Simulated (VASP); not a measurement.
# BeN (R-3m) in VASP: notebook

The runs below take BeN through single point, relaxation of cell and atoms, with PBE.

Everything below comes from runs of VASP 6.6.1. Logs are shortened: lines on timing, memory, paths and dates and some standing lists are left out, and cuts for length are marked.

## Step 1: The cell of the first run

Symmetry: R-3m, No. 166, trigonal system. Conventional cell: a = 2.900 Å, b = 2.900 Å, c = 11.735 Å, α = 90.00°, β = 90.00°, γ = 120.00°. Be (site symmetry 3m) has 4 N at 1.70 to 2.02 Å within 2.3 Å. Within 2.2 Å of N (site symmetry 3m) lie 1 N at 1.62 Å and 4 Be at 1.70 to 2.02 Å.

## Step 2: Single point, PBE

The input, INCAR:

```
SYSTEM = BeN
  ALGO = Normal
  EDIFF = 1E-6
  ENCUT = 520
  GGA = PE
  ISIF = 2
  ISMEAR = 0
  LASPH = .True.
  LCHARG = .False.
  LREAL = .False.
  LWAVE = .False.
  NBANDS = 15
  NELM = 100
  PREC = Accurate
  SIGMA = 0.1
```

The input, KPOINTS:

```
k-points
0
Gamma
  18 18 18
  0 0 0
```

The input, POSCAR:

```
BeN
1.0
    1.4498161632      0.8370517521      3.9116924555
   -1.4498161632      0.8370517521      3.9116924555
    0.0000000000     -1.6741035042      3.9116924555
Be N
2 2
Direct
    0.7408629165      0.7408629165      0.7408629165
    0.2591370835      0.2591370835      0.2591370835
    0.5689860305      0.5689860305      0.5689860305
    0.4310139695      0.4310139695      0.4310139695
```

Potentials or basis: VASP PAW PBE potentials, release 64 (Be, N).

On the command line:

```sh
$ cat potpaw_PBE.64/Be/POTCAR potpaw_PBE.64/N/POTCAR > POTCAR
$ mpirun -np 1 vasp_std > vasp.out
```

OUTCAR:

```text
SYSTEM = BeN
   EDIFF = 1E-6
   ENCUT = 520
   GGA = PE
   ISIF = 2
   ISMEAR = 0
   LASPH = .True.
   LREAL = .False.
   NELM = 100
   PREC = Accurate

 ion  position               nearest neighbor table
   1  0.741  0.741  0.741-   4 1.70   4 1.70   4 1.70   3 2.02
   2  0.259  0.259  0.259-   3 1.70   3 1.70   3 1.70   4 2.02
   3  0.569  0.569  0.569-   4 1.62   2 1.70   2 1.70   2 1.70   1 2.02
   4  0.431  0.431  0.431-   3 1.62   1 1.70   1 1.70   1 1.70   2 2.02

  LATTYP: Found a trigonal (rhomboedric) cell.
 ALAT       =     4.2548748994
 COS(alpha) =     0.7677892727

  Lattice vectors:

 A1 = (   1.4498161632,   0.8370517521,   3.9116924555)
 A2 = (  -1.4498161632,   0.8370517521,   3.9116924555)
 A3 = (   0.0000000000,  -1.6741035042,   3.9116924555)

Analysis of symmetry for initial positions (statically):
=====================================================================
 Subroutine PRICEL returns:
 Original cell was already a primitive cell.

 Routine SETGRP: Setting up the symmetry group for a
 trigonal (rhombohedral) supercell.

 Subroutine GETGRP returns: Found 12 space group operations
 (whereof 12 operations were pure point group operations)
 out of a pool of 12 trial point group operations.

The static configuration has the point symmetry D_3d.

Analysis of symmetry for dynamics (positions and initial velocities):
=====================================================================
 Subroutine PRICEL returns:
 Original cell was already a primitive cell.

 Routine SETGRP: Setting up the symmetry group for a
 trigonal (rhombohedral) supercell.

 Subroutine GETGRP returns: Found 12 space group operations
 (whereof 12 operations were pure point group operations)
 out of a pool of 12 trial point group operations.

The dynamic configuration has the point symmetry D_3d.

 Subroutine INISYM returns: Found 12 space group operations
 (whereof 12 operations are pure point group operations),
 and found     1 'primitive' translations

----------------------------------------------------------------------------------------

                                     Primitive cell

  volume of cell :      28.4827

  direct lattice vectors                    reciprocal lattice vectors
     1.449816163  0.837051752  3.911692455     0.344871310  0.199111544  0.085214606
    -1.449816163  0.837051752  3.911692455    -0.344871310  0.199111544  0.085214606
     0.000000000 -1.674103504  3.911692455     0.000000000 -0.398223088  0.085214606

  length of vectors
     4.254874899  4.254874899  4.254874899     0.407238452  0.407238452  0.407238452

  position of ions in fractional coordinates (direct lattice)
     0.740862916  0.740862916  0.740862916
     0.259137084  0.259137084  0.259137084
     0.568986030  0.568986030  0.568986030
     0.431013970  0.431013970  0.431013970

  ion indices of the primitive-cell ions
   primitive index   ion index
                 1           1
                 2           2
                 3           3
                 4           4

----------------------------------------------------------------------------------------

 KPOINTS: k-points

Automatic generation of k-mesh.
 Grid dimensions read from file:
 generate k-points for:   18   18   18

 Generating k-lattice:

  Cartesian coordinates                     Fractional coordinates (reciprocal lattice)
     0.019159517  0.011061752  0.004734145     0.055555556 -0.000000000  0.000000000
    -0.019159517  0.011061752  0.004734145    -0.000000000  0.055555556  0.000000000
     0.000000000 -0.022123505  0.004734145     0.000000000  0.000000000  0.055555556

  Length of vectors
     0.022624358  0.022624358  0.022624358

  Shift w.r.t. Gamma in fractional coordinates (k-lattice)
     0.000000000  0.000000000  0.000000000

 Subroutine IBZKPT returns following result:
 ===========================================

 Found    580 irreducible k-points:

 Following reciprocal coordinates:
            Coordinates               Weight
  0.000000  0.000000  0.000000      1.000000
  0.055556  0.000000  0.000000      6.000000
  0.111111  0.000000  0.000000      6.000000
  0.166667  0.000000  0.000000      6.000000
  0.222222  0.000000  0.000000      6.000000
  0.277778  0.000000  0.000000      6.000000
[... 16 lines left out ...]
 -0.277778  0.055556 -0.000000     12.000000
 -0.222222  0.055556 -0.000000     12.000000
 [... further k-points ...]
   k-points           NKPTS =    580   k-points in BZ     NKDIM =    580   number of bands    NBANDS=     15
   number of dos      NEDOS =    301   number of ions     NIONS =      4
   total plane-waves  NPLWV =  32768
   dimension x,y,z NGX =    32 NGY =   32 NGZ =   32
   dimension x,y,z NGXF=    64 NGYF=   64 NGZF=   64
   ions per type =               2   2
   NGX,Y,Z   is equivalent  to a cutoff of  12.50, 12.50, 12.50 a.u.
   NGXF,Y,Z  is equivalent  to a cutoff of  25.01, 25.01, 25.01 a.u.
 SYSTEM =  BeN
   PREC   = accura    normal or accurate (medium, high low for compatibility)
   ISTART =      0    job   : 0-new  1-cont  2-samecut
   ICHARG =      2    charge: 1-file 2-atom 10-const
   ISPIN  =      1    spin polarized calculation?
   LNONCOLLINEAR =      F non collinear calculations
   LSORBIT =      F    spin-orbit coupling
   LASPH  =      T    aspherical Exc in radial PAW
   ENCUT  =  520.0 eV  38.22 Ry    6.18 a.u.   7.91  7.91  7.91*2*pi/ulx,y,z
   NELM   =    100;   NELMIN=  2; NELMDL= -5     # of ELM steps
   EDIFF  = 0.1E-05   stopping-criterion for ELM
   LREAL  =      F    real-space projection
   EDIFFG = 0.1E-04   stopping-criterion for IOM
   NSW    =      0    number of steps for IOM
   IBRION =     -1    ionic relax: 0-MD 1-quasi-New 2-CG
   NFREE  =      0    steps in history (QN), initial steepest desc. (CG)
   ISIF   =      2    stress and relaxation
   ISYM   =      2    0-nonsym 1-usesym 2-fastsym
   POTIM  = 0.5000    time-step for ionic-motion
   TEBEG  =    0.0;   TEEND  =   0.0 temperature during run
   PSTRESS=    0.0 pullay stress
   NELECT =      14.0000    total number of electrons
   NUPDOWN=      -1.0000    fix difference up-down
   EMIN   =  10.00;   EMAX   =-10.00  energy-range for DOS
   EFERMI =   0.00;   METHOD = LEGACY
   ISMEAR =     0;   SIGMA  =   0.10  broadening in eV -4-tet -1-fermi 0-gaus
   EFERMI_NEDOS =   21; number of points for ismear=-14 and -15
   IALGO  =     38    algorithm
   IMIX   =      4    mixing-type and parameters
     AMIX     =   0.40;   BMIX     =  1.00
     AMIX_MAG =   1.60;   BMIX_MAG =  1.00
  volume/ion in A,a.u.               =       7.12        48.05
  Fermi-wavevector in a.u.,A,eV,Ry     =   1.291984  2.441496 22.711150  1.669222
  Thomas-Fermi vector in A             =   2.423720
   LORBIT       =      0    0 simple, 1 ext, 2 COOP (PROOUT), +10 PAW based schemes
   GGA     = PE    functional components
   LHFCALC =     F    Hartree Fock is set to
   AEXX    =    0.0000 exact exchange contribution
   IVDW    =     0    specifies the selected vdW correction
   LEPSILON=     F    determine dielectric tensor
   LRPA    =     F    only Hartree local field effects (RPA)
 non-spin polarized calculation
 Gauss-broadening in eV      SIGMA  =   0.10
  energy-cutoff  :      520.00
  volume of cell :       28.48
 maximum number of plane-waves:       789
   NGX = 15   NGY = 15   NGZ = 15

 number of electron      14.0000000 magnetization

 Free energy of the ion-electron system (eV)
  ---------------------------------------------------
  ext. energy  EPLUGINS =         0.00000000
  ---------------------------------------------------
  free energy    TOTEN  =       -25.69757091 eV

  energy without entropy =      -25.69732890  energy(sigma->0) =      -25.69744991

 E-fermi :   6.6746     XC(G=0): -11.3083

 val. band max:        6.6408090729   @ k =   0.5000   0.5000   0.5000
 cond. band min:       6.7126927625   @ k =   0.5000   0.5000   0.4444
 fundamental gap:      0.0718836896
 Fermi energy:         6.6746006951

 k-point     1 :       0.0000    0.0000    0.0000
  band No.  band energies     occupation
      1     -12.3051      2.00000
      2      -5.7315      2.00000
      3      -2.4931      2.00000
      4       3.7594      2.00000
      5       3.7594      2.00000
      6       5.6333      2.00000
      7       5.6333      2.00000
      8      11.1745      0.00000
      9      12.0362      0.00000
     10      15.0308      0.00000
     11      16.4610      0.00000
     12      16.4610      0.00000
     13      17.6347      0.00000
     14      17.6347      0.00000
     15      18.9322      0.00000

 k-point     2 :       0.0556    0.0000    0.0000
  band No.  band energies     occupation
      1     -12.2694      2.00000
      2      -5.7349      2.00000
      3      -2.4307      2.00000
      4       3.5232      2.00000
      5       3.7036      2.00000
      6       5.5527      2.00000
      7       5.5750      2.00000
      8      11.3347      0.00000
      9      12.0285      0.00000
     10      14.9803      0.00000
     11      16.3241      0.00000
     12      16.5983      0.00000
     13      17.6907      0.00000
     14      17.7844      0.00000
     15      19.0807      0.00000

 k-point     3 :       0.1111    0.0000    0.0000
  band No.  band energies     occupation
      1     -12.1637      2.00000
      2      -5.7431      2.00000
      3      -2.2509      2.00000
      4       2.9057      2.00000
      5       3.5495      2.00000
      6       5.3178      2.00000
      7       5.4099      2.00000
      8      11.6901      0.00000
      9      12.0238      0.00000
     10      14.8295      0.00000
     11      16.0628      0.00000
     12      17.0095      0.00000
     13      17.8431      0.00000
     14      18.1984      0.00000
     15      19.3483      0.00000

 k-point     4 :       0.1667    0.0000    0.0000
  band No.  band energies     occupation
      1     -11.9940      2.00000
      2      -5.7515      2.00000
      3      -1.9741      2.00000
      4       2.0798      2.00000
      5       3.3304      2.00000
      6       4.9659      2.00000
      7       5.1646      2.00000
      8      11.7140      0.00000
      9      12.3225      0.00000
     10      14.6028      0.00000
     11      15.8777      0.00000
     12      17.6803      0.00000
     13      17.9963      0.00000
     14      18.7922      0.00000
     15      19.4084      0.00000
[... 307 lines left out ...]
 k-point    22 :      -0.3333    0.0556   -0.0000
  band No.  band energies     occupation
      1     -11.1144      2.00000
      2      -5.6940      2.00000
      3      -1.1022      2.00000
      4      -0.4098      2.00000
      5       2.4031      2.00000
      6       3.6013      2.00000
      7       4.2028      2.00000
      8      10.6144      0.00000
      9      12.9713      0.00000
     10      13.5688      0.00000
     11      16.3996      0.00000
     12      17.0976      0.00000
     13      20.0050      0.00000
     14      20.5123      0.00000
     15      21.6836      0.00000

 k-point    23 :      -0.2778    0.0556   -0.0000
  band No.  band energies     occupation
      1     -11.3742      2.00000
      2      -5.6607      2.00000
      3      -1.2507      2.00000
      4       0.0524      2.00000
      5       2.5904      2.00000
      6       3.8444      2.00000
      7       4.4549      2.00000
      8      11.1196      0.00000
      9      12.9654      0.00000
     10      13.8699      0.00000
     11      16.0745      0.00000
     12      17.3687      0.00000
     13      19.5828      0.00000
     14      20.0730      0.00000
     15      20.6676      0.00000

 k-point    24 :      -0.2222    0.0556   -0.0000
  band No.  band energies     occupation
      1     -11.6386      2.00000
      2      -5.6480      2.00000
      3      -1.5777      2.00000
      4       0.8005      2.00000
      5       2.8209      2.00000
      6       4.1985      2.00000
      7       4.7474      2.00000
      8      11.5506      0.00000
      9      12.8464      0.00000
     10      14.1600      0.00000
     11      15.8251      0.00000
     12      17.7310      0.00000
     13      19.0907      0.00000
     14      19.5166      0.00000
     15      19.8146      0.00000

 [... further k-points ...]

------------------------ aborting loop because EDIFF is reached ----------------------------------------

  FORCE on cell =-STRESS in cart. coord.  units (eV):
  Direction    XX          YY          ZZ          XY          YZ          ZX
  --------------------------------------------------------------------------------------
  -------------------------------------------------------------------------------------
  Total        0.0302372      0.0302372      0.0291585      0.0000000      0.0000000      0.0000000
  in kB        1.7008704      1.7008704      1.6401892      0.0000000      0.0000000      0.0000000
  external PRESSURE =       1.6806433 kB  Pullay stress =       0.0000000 kB

 VOLUME and BASIS-vectors are now :
 -----------------------------------------------------------------------------
  energy-cutoff  :      520.00
  volume of cell :       28.48
      direct lattice vectors                 reciprocal lattice vectors
     1.449816163  0.837051752  3.911692455     0.344871310  0.199111544  0.085214606
    -1.449816163  0.837051752  3.911692455    -0.344871310  0.199111544  0.085214606
     0.000000000 -1.674103504  3.911692455     0.000000000 -0.398223088  0.085214606

 POSITION                                       TOTAL-FORCE (eV/Angst)
 -----------------------------------------------------------------------------------
      0.00000      0.00000      8.69408         0.000000      0.000000     -0.009665
      0.00000      0.00000      3.04099         0.000000     -0.000000      0.009665
      0.00000      0.00000      6.67710         0.000000      0.000000      0.007329
      0.00000      0.00000      5.05798         0.000000      0.000000     -0.007329
 -----------------------------------------------------------------------------------
    total drift:                                0.000000     -0.000000      0.000000

  FREE ENERGIE OF THE ION-ELECTRON SYSTEM (eV)
  ---------------------------------------------------
  free  energy   TOTEN  =       -25.6975709129 eV

  energy  without entropy=      -25.6973289042  energy(sigma->0) =      -25.69744991
```

Run time: 4 min. Hardware: 1 thread of Intel Xeon Platinum 8259CL at 2.50GHz (Skylake/Cascade Lake), shared host; peak memory 0.33 GiB.

Results:

```yaml
Free_energy: -25.6976 eV
Pressure: 0.2 GPa
Largest_force: 0.010 eV/Å
Band_gap_on_the_k_mesh: zero (filled and empty bands touch)
```

Forces in eV/Å, atoms in the order of the input:
```
Be   0.000  0.000 -0.010
Be   0.000  0.000  0.010
N    0.000  0.000  0.007
N    0.000  0.000 -0.007
```

## Step 3: Relaxation of cell and atoms, PBE

The input, INCAR:

```
ALGO = Normal ; EDIFF = 1E-7
EDIFFG = -0.01 ; ENCUT = 600
GGA = PE ; IBRION = 2
ISIF = 3 ; ISMEAR = 0
LASPH = T ; LCHARG = F
LREAL = F ; LWAVE = F
NELM = 100 ; NSW = 100
PREC = Accurate ; SIGMA = 0.1
```

The input, KPOINTS:

```
k-points
0
Gamma
  18 18 18
```

POSCAR is that of step 2.

Potentials or basis: VASP PAW PBE potentials, release 64 (Be, N).

On the command line:

```sh
$ cat potpaw_PBE.64/Be/POTCAR potpaw_PBE.64/N/POTCAR > POTCAR
$ mpirun -np 1 vasp_std > vasp.out
```

Wall time 5.7 min (1 thread of Intel Xeon Platinum 8259CL at 2.50GHz (Skylake/Cascade Lake), shared host); peak memory 0.36 GiB.

The run converged. Its results:

```yaml
Free_energy: -25.7014 eV
Pressure_after_relaxing: 0.0 GPa
Largest_force_after_relaxing: 0.010 eV/Å
Band_gap_on_the_k_mesh: zero (filled and empty bands touch)
```

Forces on the atoms (eV/Å):
```
Be   0.000  0.000 -0.010
Be   0.000  0.000  0.010
N    0.000  0.000  0.001
N    0.000  0.000 -0.001
```

Final structure:
```
CELL_PARAMETERS angstrom
1.44982 0.83705 3.91169
-1.44982 0.83705 3.91169
0.00000 -1.67410 3.91169
ATOMIC_POSITIONS crystal
Be 0.74086 0.74086 0.74086
Be 0.25914 0.25914 0.25914
N 0.56899 0.56899 0.56899
N 0.43101 0.43101 0.43101
```

Levels at points of the mesh, in eV from the Fermi level:
| k point | band 4 | band 5 | band 6 | band 7 | band 8 | band 9 | band 10 | band 11 |
| --- | --- | --- | --- | --- | --- | --- | --- | --- |
| (0.00, 0.00, 0.00) | -2.92 | -2.92 | -1.04 | -1.04 | 4.50 | 5.36 | 8.36 | 9.79 |
| (0.50, 0.00, 0.00) | -6.99 | -4.32 | -3.15 | -2.73 | 2.96 | 6.07 | 6.51 | 10.02 |
| (0.50, 0.50, 0.00) | -6.55 | -5.25 | -3.28 | -1.16 | 1.76 | 5.19 | 9.76 | 10.21 |
| (0.50, 0.50, 0.50) | -3.50 | -3.50 | -0.17 | -0.03 | -0.03 | 4.75 | 8.76 | 8.77 |

Caveat: the relaxation stopped at its first step, so nothing moved.
